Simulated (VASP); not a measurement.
Wanted: the native input for a VASP 6.6.1 run.

| Property | Result |
| --- | --- |
| Task | single point |
| Functional | PBE |
| Potentials or basis | VASP PAW PBE potentials, release 64 (F, S, Li_sv) |
| Cutoff | 520 eV |
| k mesh | 6 × 6 × 6 |
| Occupations | gaussian, width 0.01 eV |
| Spin | no spin polarisation |
| Dipole correction | no |
| Further INCAR settings | ALGO = Normal; EDIFF = 1e-06; NBANDS = 19 |

The structure of Li3SF lies in POSCAR:

```
Li3SF
1.0
    4.5410786754      0.0000000000      0.0000000000
    0.0000000000      4.5410786754      0.0000000000
    0.0000000000      0.0000000000      4.5410786754
F S Li
1 1 3
Direct
    0.0000000000      0.0000000000      0.0000000000
    0.5000000000      0.5000000000      0.5000000000
    0.5000000000      0.5000000000      0.0000000000
    0.5000000000      0.0000000000      0.5000000000
    0.0000000000      0.5000000000      0.5000000000
```

This cell differs from its parent crystal: volume changed by +3%.

One way to write it, as run:

INCAR

```
SYSTEM = Li3SF
PREC = Accurate ; ENCUT = 520
EDIFF = 1E-6 ; ISMEAR = 0
SIGMA = 0.01 ; LREAL = .False.
LASPH = .True. ; NELM = 100
ALGO = Normal ; ISIF = 2
LWAVE = .False. ; LCHARG = .True.
GGA = PE ; LELF = .True.
LVHAR = .True. ; NBANDS = 19
```

KPOINTS

```
regular mesh
0
Gamma
  6 6 6
  0 0 0
```

Potentials or basis: VASP PAW PBE potentials, release 64 (F, S, Li_sv).

Launch:

```console
$ cat potpaw_PBE.64/F/POTCAR potpaw_PBE.64/S/POTCAR potpaw_PBE.64/Li_sv/POTCAR > POTCAR
$ mpirun -np 1 vasp_std > vasp.out
```

It gave:

- Band gap on the k mesh: 3.87 eV, indirect (least direct gap 4.01 eV)

It took 26 s on 1 thread of AMD EPYC 9R45 96-Core Processor (Zen 5) (shared host), peak memory 0.18 GiB.
